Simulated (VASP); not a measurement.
Input of a VASP 6.6.1 run:

INCAR

```
PREC = Accurate ; ENCUT = 600
EDIFF = 1E-6 ; ISMEAR = -1
SIGMA = 0.05 ; LREAL = F
LASPH = T ; NELM = 80
ALGO = Normal ; ISIF = 3
LWAVE = F ; LCHARG = F
GGA = PE ; IBRION = 2
NSW = 100 ; EDIFFG = -0.005
```

File KPOINTS:

```
regular mesh
0
Gamma
  9 9 10
```

POSCAR

```
AlSn
1.0
    4.3071957746      0.0000000000      0.0000000000
   -2.1535978873      3.7301409599      0.0000000000
    0.0000000000      0.0000000000      3.3927772976
Al Sn
1 1
Direct
    0.0000000000      0.0000000000      0.0000000000
    0.3333333333      0.6666666667      0.5000000000
```

Potentials or basis: VASP PAW PBE potentials, release 64 (Al, Sn_d).

The run is started by

```console
$ cat potpaw_PBE.64/Al/POTCAR potpaw_PBE.64/Sn_d/POTCAR > POTCAR
$ mpirun -np 1 vasp_std > vasp.out
```

Question: Predict the space group after relaxing (to 0.1 Å).

Answer: P-6m2 (No. 187).

Question: Predict the relaxed cell.

Answer: a = 4.236 Å, b = 4.236 Å, c = 3.250 Å, α = 90.00°, β = 90.00°, γ = 120.00°.

Question: Estimate the band gap on the k mesh.

Answer: Zero (an odd number of electrons rules out a gap without spin polarisation).

Step by step:
```
step  energy change (eV)  largest force (eV/Å)  pressure (GPa)  volume (Å³)
   1              0.0000                0.0000           -3.41        54.51
   2             -0.0531                0.0000            0.46        50.05
   3             -0.0536                0.0000            0.06        50.43
   4             -0.0536                0.0000           -0.07        50.50
   5             -0.0536                0.0000           -0.06        50.54
   6             -0.0537                0.0000           -0.11        50.62
   7             -0.0537                0.0000           -0.10        50.60
   8             -0.0537                0.0000            0.09        50.47
   9             -0.0537                0.0000           -0.02        50.51
  10             -0.0537                0.0000            0.02        50.50
```

Caveat: spin-orbit coupling is left out, which moves the levels of the heavy elements.
